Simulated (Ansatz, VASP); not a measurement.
Ru in VASP and in Ansatz

POSCAR

```
Ru
1.0
    0.0000000000      1.8676267145      1.8676267145
    1.8676267145      0.0000000000      1.8676267145
    1.8676267145      1.8676267145      0.0000000000
Ru
1
Direct
    0.0000000000      0.0000000000      0.0000000000
```

File INCAR.step1:

```
ALGO = Normal ; EDIFF = 1E-4
ENCUT = 520 ; GGA = PE
ISMEAR = -1 ; LASPH = True
LCHARG = False ; LREAL = False
LWAVE = True ; NBANDS = 13
NELM = 60 ; PREC = Accurate
SIGMA = 0.1
```

File INCAR.step2:

```
ALGO = Normal ; EDIFF = 1E-6
ENCUT = 520 ; ISIF = 2
ISMEAR = -1 ; ISTART = 1
LASPH = True ; LCHARG = True
LELF = True ; LMIXTAU = True
LREAL = False ; LVHAR = True
LWAVE = False ; METAGGA = R2SCAN
NBANDS = 13 ; NELM = 60
PREC = Accurate ; SIGMA = 0.1
```

The input KPOINTS:

```
k-points
0
Gamma
  16 16 16
```

Input for Ansatz:

```yaml
crystal:
  lattice:
    - [0.0, 1.8676267145, 1.8676267145]
    - [1.8676267145, 0.0, 1.8676267145]
    - [1.8676267145, 1.8676267145, 0.0]
  atoms:
    - { symbol: Ru, position: [0.0, 0.0, 0.0] }
hamiltonian:
  xc: r2scan
  pseudopotentials:
    kind: paw
    azcp:
      Ru: "pseudopotentials/Ru.paw.azcp"
basis:
  ecutwfc: 500
  fft_grid_basis: typed
kpoints:
  mp_grid: { grid: [16, 16, 16], shift: [0, 0, 0] }
magnetization:
  spin_polarized: false
scf:
  occupations: { method: fermi_dirac, width: 0.1 }
  lower_state_search: "off"
output:
  stress: true
  write_density: true
  write_potential: true
  elf: true
  volumetric_format: npy
```

Alike in both runs: task single point; functional r2SCAN; k mesh 16 × 16 × 16; occupations fermi-dirac, width 0.1 eV; no spin polarisation.

```csv
,VASP,Ansatz
version,VASP 6.6.1,Ansatz 0.2.0
potentials or method,"VASP PAW PBE potentials, release 64 (Ru_pv), cutoff 520 eV","plane waves (500 eV) with PAW, scalar-relativistic"
valence electrons in the cell,14,16
```

VASP gave:

* pressure (GPa): 16.5

Q: Estimate Ansatz's values.

A: Pressure (GPa): 14.7.

VASP's potentials were made for PBE, not for r2SCAN. VASP's potentials hold 14 valence electrons a cell and Ansatz's 16, so a difference there can come from the potentials and not from the codes.
